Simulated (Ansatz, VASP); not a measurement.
**One calculation of TeW, two programs**

INCAR

```
ALGO = Normal
EDIFF = 1E-6
ENCUT = 520
GGA = PE
ISIF = 2
ISMEAR = 0
ISPIN = 2
LASPH = True
LCHARG = True
LELF = True
LMAXMIX = 4
LORBIT = 11
LREAL = False
LVHAR = True
LWAVE = False
MAGMOM = 1 -1 0 0
NBANDS = 32
NELM = 150
PREC = Accurate
SIGMA = 0.1
```

File KPOINTS:

```
k-points
0
Gamma
  12 12 6
```

File POSCAR:

```
TeW
1.0
    0.0000000000      3.0618296945      3.0618296945
    3.0618296945      0.0000000000      3.0618296945
    6.1236593890      6.1236593890      0.0000000000
W Te
2 2
Direct
    0.0000000000      1.0000000000      1.0000000000
    0.0000000000      1.0000000000      0.5000000000
    0.2500000000      0.2500000000      0.1250000000
    0.2500000000      0.2500000000      0.6250000000
```

Input for Ansatz:

```yaml
crystal:
  lattice:
    - [0.0, 3.0618296945, 3.0618296945]
    - [3.0618296945, 0.0, 3.0618296945]
    - [6.123659389, 6.123659389, 0.0]
  atoms:
    - { symbol: W, position: [0.0, 1.0, 1.0], spin: 1.0 }
    - { symbol: Te, position: [0.25, 0.25, 0.125] }
    - { symbol: W, position: [0.0, 1.0, 0.5], spin: -1.0 }
    - { symbol: Te, position: [0.25, 0.25, 0.625] }
basis:
  ecutwfc: 420
kpoints:
  mp_grid: { grid: [12, 12, 6] }
hamiltonian:
  xc: pbe
scf:
  occupations: { method: gaussian, width: 0.1 }
  lower_state_search: "off"
output:
  forces: true
  stress: true
  eigenvalues: true
  populations: true
magnetization:
  spin_polarized: true
```

Alike in both runs: task single point; functional PBE; k mesh 12 × 12 × 6; occupations gaussian, width 0.1 eV; collinear spin.

```csv
,VASP,Ansatz
version,VASP 6.6.1,Ansatz 0.2.0
potentials or method,"VASP PAW PBE potentials, release 64 (W_sv, Te), cutoff 520 eV","scalar-relativistic, plane waves, PAW"
valence electrons in the cell,40,60
```

|  | VASP | Ansatz | Ansatz less VASP |
| --- | --- | --- | --- |
| gap on the k mesh at the Fermi level (eV) | none | none | - |
| pressure (GPa) | 0.3 | 0.3 | +0.01 |
| net moment per atom (μB) | 0.00 | 0.00 | 0.000 |
| size of the moment on the site where the two differ most (μB) | 1.12 | 0.97 | -0.147 |

Site moments also hang on the region over which each program counts them. A gap of «none» marks a metal or a gap that the smearing closes. With one functional, cell and mesh, what is left measures potentials, basis and numerics. VASP's potentials hold 40 valence electrons a cell and Ansatz's 60, so a difference there can come from the potentials and not from the codes.

Spin-orbit coupling is off throughout.
